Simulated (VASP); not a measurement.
Runs of VASP 6.6.1 on W. The structure is that of space group Im-3m (No. 229), or close to it. The cells are those of the table. 

| cell | further INCAR settings | gap on the mesh (eV) | pressure (GPa) |
| --- | --- | --- | --- |
| a = 2.718, b = 2.815 Å, angles 109.5, 108.0, 109.5°, 1 atom | ALGO = Fast; EDIFF = 1e-06; NBANDS = 13 | none | (a) |
| a = 2.753, b = 2.780 Å, angles 109.5, 109.1, 109.5°, 1 atom | ALGO = Fast; EDIFF = 1e-07; NBANDS = 13 | none | -10.9 |
| a = 2.732, b = 2.801 Å, angles 109.5, 108.4, 109.5°, 1 atom | ALGO = Fast; EDIFF = 1e-06; NBANDS = 13 | none | -10.6 |
| a = 2.746, b = 2.787 Å, angles 109.5, 108.9, 109.5°, 1 atom | ALGO = Fast; EDIFF = 1e-07; NBANDS = 13 | none | -10.8 |
| a = 2.822, b = 2.712 Å, angles 109.5, 111.1, 109.5°, 1 atom | ALGO = Fast; EDIFF = 1e-06; NBANDS = 13 | none | -10.1 |
| a = 2.794, b = 2.739 Å, angles 109.5, 110.3, 109.5°, 1 atom | ALGO = Fast; EDIFF = 1e-06; NBANDS = 13 | none | -10.8 |
| a = 2.725, b = 2.808 Å, angles 109.5, 108.2, 109.5°, 1 atom | ALGO = Fast; EDIFF = 1e-06; NBANDS = 13 | none | (b) |

Alike in all rows: task single point; level PBEsol; potentials or basis VASP PAW PBE potentials, release 64 (W_sv); no spin polarisation; k mesh 20 × 20 × 20; cutoff (eV) 520; smearing gaussian 0.15 eV.

Task: Fill in the values left out.

Result: (a) -10.3; (b) -10.5.

Caveats: the PAW data sets were made with another functional, which shifts forces and pressure a little; spin-orbit coupling is left out, which moves the levels of the heavy elements.

A k mesh can miss the band edges, and the runs leave out spin-orbit coupling on W.

A gap of «none» marks levels without a gap at the run's occupations.
